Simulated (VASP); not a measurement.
# Si (Fd-3m) in VASP: notebook

The runs below take Si through single point, relaxation of cell and atoms, with PBE+D3(BJ).

All numbers are computed with VASP 6.6.1; they aren't measurements. Logs are shortened: lines on timing, memory, paths and dates and some standing lists are left out, and cuts for length are marked.

## (1) The cell of the first run

It takes space group Fd-3m (No. 227, cubic). The conventional cell has a = 5.421 Å, b = 5.421 Å, c = 5.421 Å, α = 90.00°, β = 90.00°, γ = 90.00°. Si (site symmetry -43m) has 4 Si at 2.35 Å within 3.1 Å.

## (2) Single point, PBE+D3(BJ)

File INCAR:

```
SYSTEM = Si
  PREC = Accurate
  ENCUT = 500
  EDIFF = 1E-6
  ISMEAR = 0
  SIGMA = 0.02
  LREAL = .False.
  LASPH = .True.
  NELM = 120
  ALGO = Normal
  ISIF = 2
  LWAVE = .False.
  LCHARG = .False.
  GGA = PE
  IVDW = 12
  NBANDS = 11
  GGA_COMPAT = .False.
```

File KPOINTS:

```
Automatic mesh
0
Gamma
  10 10 10
  0 0 0
```

File POSCAR:

```
Si
1.0
    0.0000000000      2.7105460470      2.7105460470
    2.7105460470      0.0000000000      2.7105460470
    2.7105460470      2.7105460470      0.0000000000
Si
2
Direct
    0.0000000000      0.0000000000      0.0000000000
    0.2500000000      0.2500000000      0.2500000000
```

Potentials or basis: VASP PAW PBE potentials, release 64 (Si).

On the command line:

```console
$ cat potpaw_PBE.64/Si/POTCAR > POTCAR
$ mpirun -np 1 vasp_std > vasp.out
```

OUTCAR:

```text
SYSTEM = Si
   PREC = Accurate
   ENCUT = 500
   EDIFF = 1E-6
   ISMEAR = 0
   LREAL = .False.
   LASPH = .True.
   NELM = 120
   ISIF = 2
   GGA = PE
   IVDW = 12
 IVDW          = 12

 ion  position               nearest neighbor table
   1  0.000  0.000  0.000-   2 2.35   2 2.35   2 2.35   2 2.35
   2  0.250  0.250  0.250-   1 2.35   1 2.35   1 2.35   1 2.35

  LATTYP: Found a face centered cubic cell.
 ALAT       =     5.4210920940

  Lattice vectors:

 A1 = (   0.0000000000,   2.7105460470,   2.7105460470)
 A2 = (   2.7105460470,   0.0000000000,   2.7105460470)
 A3 = (   2.7105460470,   2.7105460470,   0.0000000000)

Analysis of symmetry for initial positions (statically):
=====================================================================
 Subroutine PRICEL returns:
 Original cell was already a primitive cell.

 Routine SETGRP: Setting up the symmetry group for a
 face centered cubic supercell.

 Subroutine GETGRP returns: Found 48 space group operations
 (whereof 24 operations were pure point group operations)
 out of a pool of 48 trial point group operations.

The static configuration has the point symmetry T_d .
 The point group associated with its full space group is O_h .

Analysis of symmetry for dynamics (positions and initial velocities):
=====================================================================
 Subroutine PRICEL returns:
 Original cell was already a primitive cell.

 Routine SETGRP: Setting up the symmetry group for a
 face centered cubic supercell.

 Subroutine GETGRP returns: Found 48 space group operations
 (whereof 24 operations were pure point group operations)
 out of a pool of 48 trial point group operations.

The dynamic configuration has the point symmetry T_d .
 The point group associated with its full space group is O_h .

 Subroutine INISYM returns: Found 48 space group operations
 (whereof 24 operations are pure point group operations),
 and found     1 'primitive' translations

----------------------------------------------------------------------------------------

                                     Primitive cell

  volume of cell :      39.8291

  direct lattice vectors                    reciprocal lattice vectors
     0.000000000  2.710546047  2.710546047    -0.184464677  0.184464677  0.184464677
     2.710546047  0.000000000  2.710546047     0.184464677 -0.184464677  0.184464677
     2.710546047  2.710546047  0.000000000     0.184464677  0.184464677 -0.184464677

  length of vectors
     3.833290981  3.833290981  3.833290981     0.319502192  0.319502192  0.319502192

  position of ions in fractional coordinates (direct lattice)
     0.000000000  0.000000000  0.000000000
     0.250000000  0.250000000  0.250000000

  ion indices of the primitive-cell ions
   primitive index   ion index
                 1           1
                 2           2

----------------------------------------------------------------------------------------

 KPOINTS: Automatic mesh

Automatic generation of k-mesh.
 Grid dimensions read from file:
 generate k-points for:   10   10   10

 Generating k-lattice:

  Cartesian coordinates                     Fractional coordinates (reciprocal lattice)
    -0.018446468  0.018446468  0.018446468     0.100000000  0.000000000  0.000000000
     0.018446468 -0.018446468  0.018446468     0.000000000  0.100000000  0.000000000
     0.018446468  0.018446468 -0.018446468     0.000000000  0.000000000  0.100000000

  Length of vectors
     0.031950219  0.031950219  0.031950219

  Shift w.r.t. Gamma in fractional coordinates (k-lattice)
     0.000000000  0.000000000  0.000000000

 Subroutine IBZKPT returns following result:
 ===========================================

 Found     47 irreducible k-points:

 Following reciprocal coordinates:
            Coordinates               Weight
  0.000000  0.000000  0.000000      1.000000
  0.100000  0.000000  0.000000      8.000000
  0.200000  0.000000  0.000000      8.000000
  0.300000  0.000000  0.000000      8.000000
  0.400000  0.000000  0.000000      8.000000
  0.500000  0.000000  0.000000      4.000000
[... 16 lines left out ...]
  0.300000  0.300000  0.000000      6.000000
  0.400000  0.300000  0.000000     24.000000
 [... further k-points ...]
   k-points           NKPTS =     47   k-points in BZ     NKDIM =     47   number of bands    NBANDS=     11
   number of dos      NEDOS =    301   number of ions     NIONS =      2
   total plane-waves  NPLWV =  21952
   dimension x,y,z NGX =    28 NGY =   28 NGZ =   28
   dimension x,y,z NGXF=    56 NGYF=   56 NGZF=   56
   ions per type =               2
   NGX,Y,Z   is equivalent  to a cutoff of  12.14, 12.14, 12.14 a.u.
   NGXF,Y,Z  is equivalent  to a cutoff of  24.29, 24.29, 24.29 a.u.
 SYSTEM =  Si
   PREC   = accura    normal or accurate (medium, high low for compatibility)
   ISTART =      0    job   : 0-new  1-cont  2-samecut
   ICHARG =      2    charge: 1-file 2-atom 10-const
   ISPIN  =      1    spin polarized calculation?
   LNONCOLLINEAR =      F non collinear calculations
   LSORBIT =      F    spin-orbit coupling
   LASPH  =      T    aspherical Exc in radial PAW
   ENCUT  =  500.0 eV  36.75 Ry    6.06 a.u.   6.99  6.99  6.99*2*pi/ulx,y,z
   NELM   =    120;   NELMIN=  2; NELMDL= -5     # of ELM steps
   EDIFF  = 0.1E-05   stopping-criterion for ELM
   LREAL  =      F    real-space projection
   EDIFFG = 0.1E-04   stopping-criterion for IOM
   NSW    =      0    number of steps for IOM
   IBRION =     -1    ionic relax: 0-MD 1-quasi-New 2-CG
   NFREE  =      0    steps in history (QN), initial steepest desc. (CG)
   ISIF   =      2    stress and relaxation
   ISYM   =      2    0-nonsym 1-usesym 2-fastsym
   POTIM  = 0.5000    time-step for ionic-motion
   TEBEG  =    0.0;   TEEND  =   0.0 temperature during run
   PSTRESS=    0.0 pullay stress
   NELECT =       8.0000    total number of electrons
   NUPDOWN=      -1.0000    fix difference up-down
   EMIN   =  10.00;   EMAX   =-10.00  energy-range for DOS
   EFERMI =   0.00;   METHOD = LEGACY
   ISMEAR =     0;   SIGMA  =   0.02  broadening in eV -4-tet -1-fermi 0-gaus
   EFERMI_NEDOS =   21; number of points for ismear=-14 and -15
   IALGO  =     38    algorithm
   IMIX   =      4    mixing-type and parameters
     AMIX     =   0.40;   BMIX     =  1.00
     AMIX_MAG =   1.60;   BMIX_MAG =  1.00
  volume/ion in A,a.u.               =      19.91       134.39
  Fermi-wavevector in a.u.,A,eV,Ry     =   0.958749  1.811772 12.506458  0.919199
  Thomas-Fermi vector in A             =   2.087883
   LORBIT       =      0    0 simple, 1 ext, 2 COOP (PROOUT), +10 PAW based schemes
   GGA     = PE    functional components
   LHFCALC =     F    Hartree Fock is set to
   AEXX    =    0.0000 exact exchange contribution
   IVDW    =    12    specifies the selected vdW correction
   LEPSILON=     F    determine dielectric tensor
   LRPA    =     F    only Hartree local field effects (RPA)
 non-spin polarized calculation
 Gauss-broadening in eV      SIGMA  =   0.02
  energy-cutoff  :      500.00
  volume of cell :       39.83
 maximum number of plane-waves:      1031
   NGX = 13   NGY = 13   NGZ = 13

 number of electron       8.0000001 magnetization

 Free energy of the ion-electron system (eV)
  ---------------------------------------------------
  ext. energy  EPLUGINS =         0.00000000
  ---------------------------------------------------
  free energy    TOTEN  =       -10.84119976 eV

  energy without entropy =      -10.84119976  energy(sigma->0) =      -10.84119976

 E-fermi :   6.0300     XC(G=0):  -9.4300

 val. band max:        5.8796936995   @ k =   0.0000   0.0000   0.0000
 cond. band min:       6.4521003833   @ k =   0.4000   0.4000   0.0000
 fundamental gap:      0.5724066838
 Fermi energy:         6.0300221613

 k-point     1 :       0.0000    0.0000    0.0000
  band No.  band energies     occupation
      1      -6.1143      2.00000
      2       5.8797      2.00000
      3       5.8797      2.00000
      4       5.8797      2.00000
      5       8.4476      0.00000
      6       8.4477      0.00000
      7       8.4477      0.00000
      8       9.3149      0.00000
      9      13.6025      0.00000
     10      13.6025      0.00000
     11      13.8604      0.00000

 k-point     2 :       0.1000    0.0000    0.0000
  band No.  band energies     occupation
      1      -5.9828      2.00000
      2       4.7352      2.00000
      3       5.6805      2.00000
      4       5.6805      2.00000
      5       8.4696      0.00000
      6       8.7412      0.00000
      7       8.7412      0.00000
      8      10.2247      0.00000
      9      13.2447      0.00000
     10      13.2447      0.00000
     11      14.4004      0.00000

 k-point     3 :       0.2000    0.0000    0.0000
  band No.  band energies     occupation
      1      -5.5944      2.00000
      2       2.8675      2.00000
      3       5.2985      2.00000
      4       5.2985      2.00000
      5       8.1209      0.00000
      6       9.2503      0.00000
      7       9.2503      0.00000
      8      11.9831      0.00000
      9      12.9299      0.00000
     10      12.9299      0.00000
     11      15.0509      0.00000
[... 267 lines left out ...]
 k-point    23 :       0.3000    0.3000    0.0000
  band No.  band energies     occupation
      1      -4.5578      2.00000
      2       1.4653      2.00000
      3       3.6414      2.00000
      4       3.6414      2.00000
      5       6.7363      0.00000
      6       8.2890      0.00000
      7      12.5541      0.00000
      8      12.5541      0.00000
      9      15.0707      0.00000
     10      15.3480      0.00000
     11      18.3962      0.00000

 k-point    24 :       0.4000    0.3000    0.0000
  band No.  band energies     occupation
      1      -3.9419      2.00000
      2       0.4553      2.00000
      3       3.0115      2.00000
      4       3.4360      2.00000
      5       6.9241      0.00000
      6       8.1197      0.00000
      7      12.8630      0.00000
      8      12.9710      0.00000
      9      16.3665      0.00000
     10      16.7163      0.00000
     11      18.0784      0.00000

 [... further k-points ...]

------------------------ aborting loop because EDIFF is reached ----------------------------------------

 Edisp (eV)   -0.63163

 E8    (eV) :    -0.2619

  FORCE on cell =-STRESS in cart. coord.  units (eV):
  Direction    XX          YY          ZZ          XY          YZ          ZX
  --------------------------------------------------------------------------------------
  -------------------------------------------------------------------------------------
  Total      -0.01442    -0.01442    -0.01442     0.00000     0.00000     0.00000
  in kB      -0.58025    -0.58025    -0.58025     0.00000     0.00000     0.00000
  external pressure =       -0.58 kB  Pullay stress =        0.00 kB

 VOLUME and BASIS-vectors are now :
 -----------------------------------------------------------------------------
  energy-cutoff  :      500.00
  volume of cell :       39.83
      direct lattice vectors                 reciprocal lattice vectors
     0.000000000  2.710546047  2.710546047    -0.184464677  0.184464677  0.184464677
     2.710546047  0.000000000  2.710546047     0.184464677 -0.184464677  0.184464677
     2.710546047  2.710546047  0.000000000     0.184464677  0.184464677 -0.184464677

 POSITION                                       TOTAL-FORCE (eV/Angst)
 -----------------------------------------------------------------------------------
      0.00000      0.00000      0.00000        -0.000000     -0.000000     -0.000000
      1.35527      1.35527      1.35527         0.000000      0.000000      0.000000
 -----------------------------------------------------------------------------------
    total drift:                                0.000000      0.000000     -0.000000

  FREE ENERGIE OF THE ION-ELECTRON SYSTEM (eV)
  ---------------------------------------------------
  free  energy   TOTEN  =       -11.4728341568 eV

  energy  without entropy=      -11.4728341568  energy(sigma->0) =      -11.47283416
```

Wall time 26 s (1 thread of Intel Xeon 8259CL, shared host); peak memory 0.16 GiB.

Results:

```
Free energy                : -11.4728 eV
Pressure                   : -0.1 GPa
Band gap on the k mesh     : 0.57 eV (least direct gap 2.57 eV)
Dispersion energy per atom : -0.316 eV
```

A k mesh can miss the band edges.

## (3) Single point, PBE+D3(BJ)

File INCAR:

```
PREC = Accurate
ENCUT = 500
EDIFF = 1E-6
ISMEAR = 0
SIGMA = 0.02
LREAL = F
LASPH = T
NELM = 120
ALGO = Normal
ISIF = 2
LWAVE = F
LCHARG = F
GGA = PE
IVDW = 12
NBANDS = 11
GGA_COMPAT = F
```

File KPOINTS:

```
Automatic mesh
0
Gamma
  12 12 12
```

POSCAR is that of step 2.

Potentials or basis: VASP PAW PBE potentials, release 64 (Si).

On the command line:

```console
$ cat potpaw_PBE.64/Si/POTCAR > POTCAR
$ mpirun -np 1 vasp_std > vasp.out
```

Run time: 37 s. Hardware: 1 thread of Intel Xeon 8259CL, shared host; peak memory 0.17 GiB.

Results (log left out):

```
Free energy                : -11.4734 eV
Pressure                   : -0.1 GPa
Band gap on the k mesh     : 0.56 eV (least direct gap 2.57 eV)
Dispersion energy per atom : -0.316 eV
```

Levels at points of the mesh, in eV from the valence-band top:
```
           k point  band 1  band 2  band 3  band 4  band 5  band 6  band 7  band 8
(0.00, 0.00, 0.00)  -11.99    0.00    0.00    0.00    2.57    2.57    2.57    3.44
(0.50, 0.00, 0.00)   -9.65   -6.99   -1.20   -1.20    1.56    3.34    3.34    7.74
(0.50, 0.50, 0.00)   -7.83   -7.83   -2.86   -2.86    0.70    0.70   10.16   10.16
```

A k mesh can miss the band edges.

## (4) Single point, PBE+D3(BJ)

File INCAR:

```
SYSTEM = Si
PREC     = Accurate       ! precision mode
ENCUT    = 500            ! plane-wave cutoff, eV
EDIFF    = 1E-6           ! SCF threshold, eV
ISMEAR   = 0              ! smearing method
SIGMA    = 0.02           ! smearing width, eV
LREAL    = .FALSE.        ! projectors in reciprocal space
LASPH    = .TRUE.         ! aspherical terms in the spheres
NELM     = 120            ! most SCF steps
ALGO     = Normal         ! electronic algorithm
ISIF     = 2              ! what is computed and relaxed
LWAVE    = .FALSE.        ! write WAVECAR
LCHARG   = .FALSE.        ! write CHGCAR
GGA      = PE             ! functional
IVDW     = 12             ! dispersion correction
NBANDS   = 11             ! bands
GGA_COMPAT= .FALSE.
```

File KPOINTS:

```
Automatic mesh
0
G
  12 12 12
  0 0 0
```

POSCAR is that of step 3.

On the command line:

```console
$ cat potpaw_PBE.64/Si/POTCAR > POTCAR
$ mpirun -np 1 vasp_std > vasp.out
```

Run time: 31 s. Hardware: 1 thread of Intel Xeon 8259CL, shared host; peak memory 0.17 GiB.

It converged, with:

```
Free energy                : -11.4734 eV
Pressure                   : -0.1 GPa
Band gap on the k mesh     : 0.56 eV (least direct gap 2.57 eV)
Dispersion energy per atom : -0.316 eV
```

Levels at points of the mesh, in eV from the valence-band top:
```
           k point  band 1  band 2  band 3  band 4  band 5  band 6  band 7  band 8  band 9
(0.00, 0.00, 0.00)  -11.99    0.00    0.00    0.00    2.57    2.57    2.57    3.44    7.72
(0.50, 0.00, 0.00)   -9.65   -6.99   -1.20   -1.20    1.56    3.34    3.34    7.74   10.56
(0.50, 0.50, 0.00)   -7.83   -7.83   -2.86   -2.86    0.70    0.70   10.16   10.16   10.99
```

[end of part 1 of 2]
